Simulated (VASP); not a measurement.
Ge5Br: single point with PBE

Crystal: Ge5Br.

```
CELL_PARAMETERS angstrom
5.65169 0.00000 0.00000
-2.82585 4.89451 0.00000
0.00000 0.00000 4.67637
ATOMIC_POSITIONS crystal
Ge 0.33333 0.66667 0.50000
Ge 0.00000 0.57650 0.00000
Ge 0.57650 0.00000 0.00000
Ge 0.42350 0.42350 0.00000
Ge 0.66667 0.33333 0.50000
Br 0.00000 0.00000 0.50000
```

The cell was generated, and may not be a known phase.

```yaml
Program: VASP 6.6.1
Task: single point
Functional: PBE
Potentials_or_basis: VASP PAW PBE potentials, release 64 (Ge_d, Br)
Cutoff: 520 eV
k_mesh: 3 × 3 × 4
Occupations: gaussian, width 0.1 eV
Spin: no spin polarisation
Dipole_correction: no
Further_INCAR_settings: ALGO = Normal; EDIFF = 1e-06; NBANDS = 48
```

The pressure is 0.0 GPa and the largest force is 0.006 eV/Å. The band gap on the k mesh is zero (an odd number of electrons rules out a gap without spin polarisation).

Forces on the atoms (eV/Å):
```
Ge   0.000  0.000  0.000
Ge  -0.003  0.005  0.000
Ge   0.006  0.000  0.000
Ge  -0.003 -0.005  0.000
Ge   0.000  0.000  0.000
Br   0.000  0.000  0.000
```

Levels at points of the mesh, in eV from the Fermi level:
| k point | band 37 | band 38 | band 39 | band 40 | band 41 | band 42 |
| --- | --- | --- | --- | --- | --- | --- |
| (0.00, 0.00, 0.00) | -0.70 | -0.70 | 0.25 | 0.72 | 0.72 | 1.08 |
| (0.00, 0.00, 0.50) | -2.95 | -1.83 | -1.83 | 2.31 | 2.84 | 3.32 |

Run time: 2.2 min on 1 thread of Oxide Virtual Turin-like Processor (shared host), peak memory 0.21 GiB.

Caveat: the k points lie up to 0.43 Å⁻¹ apart, too coarse for converged energies and pressures of a metal; an odd number of electrons without spin polarisation forces a metal; a magnetic or distorted state may lie lower.
